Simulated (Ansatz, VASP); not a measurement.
Two plane-wave programs on Al2Ru

POSCAR

```
Al2Ru
1.0
    0.0000000000      3.7900316501      4.2816682965
    2.2356935156      0.0000000000      4.2816682965
    2.2356935156      3.7900316501      0.0000000000
Al Ru
4 2
Direct
    0.0790459565      0.4209540435      0.0790459565
    0.4209540435      0.0790459565      0.4209540435
    0.1709540435      0.8290459565      0.1709540435
    0.8290459565      0.1709540435      0.8290459565
    0.7500000000      0.7500000000      0.7500000000
    0.5000000000      0.5000000000      0.5000000000
```

File INCAR.step1:

```
PREC = Accurate
ENCUT = 520
ISMEAR = 0
SIGMA = 0.03
LREAL = F
LASPH = T
NELM = 60
NBANDS = 29
GGA = PE
ALGO = Normal
EDIFF = 1E-4
LWAVE = T
LCHARG = F
```

File INCAR.step2:

```
PREC = Accurate
ENCUT = 520
EDIFF = 1E-6
ISMEAR = 0
SIGMA = 0.03
LREAL = F
LASPH = T
NELM = 60
ALGO = Normal
ISIF = 2
LWAVE = F
LCHARG = F
METAGGA = R2SCAN
LMIXTAU = T
NBANDS = 29
ISTART = 1
```

The input KPOINTS:

```
Automatic mesh
0
Gamma
  10 10 10
```

Input for Ansatz:

```yaml
crystal:
  lattice:
    - [0.0, 3.7900316501, 4.2816682965]
    - [2.2356935156, 0.0, 4.2816682965]
    - [2.2356935156, 3.7900316501, 0.0]
  atoms:
    - { symbol: Al, position: [0.0790459565, 0.4209540435, 0.0790459565] }
    - { symbol: Al, position: [0.4209540435, 0.0790459565, 0.4209540435] }
    - { symbol: Al, position: [0.1709540435, 0.8290459565, 0.1709540435] }
    - { symbol: Al, position: [0.8290459565, 0.1709540435, 0.8290459565] }
    - { symbol: Ru, position: [0.75, 0.75, 0.75] }
    - { symbol: Ru, position: [0.5, 0.5, 0.5] }
basis:
  ecutwfc: 500
kpoints:
  mp_grid: { grid: [10, 10, 10] }
hamiltonian:
  xc: r2scan
scf:
  occupations: { method: gaussian, width: 0.03 }
output:
  forces: true
  stress: true
  eigenvalues: true
```

Change from the starting cell: strain -0.050 along x and y, -0.025 along z, atoms carried along.

Alike in both runs: task single point; functional r2SCAN; k mesh 10 × 10 × 10; occupations gaussian, width 0.03 eV; no spin polarisation.

|  | VASP | Ansatz |
| --- | --- | --- |
| version | VASP 6.6.1 | Ansatz 0.2.0 |
| potentials or method | VASP PAW PBE potentials, release 64 (Al, Ru_pv), cutoff 520 eV | scalar-relativistic, plane waves, PAW |
| valence electrons in the cell | 40 | 44 |

|  | VASP | Ansatz | Ansatz less VASP |
| --- | --- | --- | --- |
| gap on the k mesh at the Fermi level (eV) | 0.05 | 0.04 | -0.009 |
| least direct gap on the mesh (eV) | 1.56 | 1.56 | -0.003 |
| pressure (GPa) | 31.0 | 31.0 | -0.04 |
| traceless stress, the component that is largest in VASP (GPa) | -5.76 | -5.80 | -0.046 |
| rms of the force components (eV/Å) | 0.141 | 0.136 | -0.0049 |

VASP's potentials were made for PBE, not for r2SCAN. Atom by atom the forces differ by 0.005 eV/Å (rms over components). Both programs put the cell under a high pressure, so it lies far from rest at this level. VASP's potentials hold 40 valence electrons a cell and Ansatz's 44, so a difference there can come from the potentials and not from the codes.
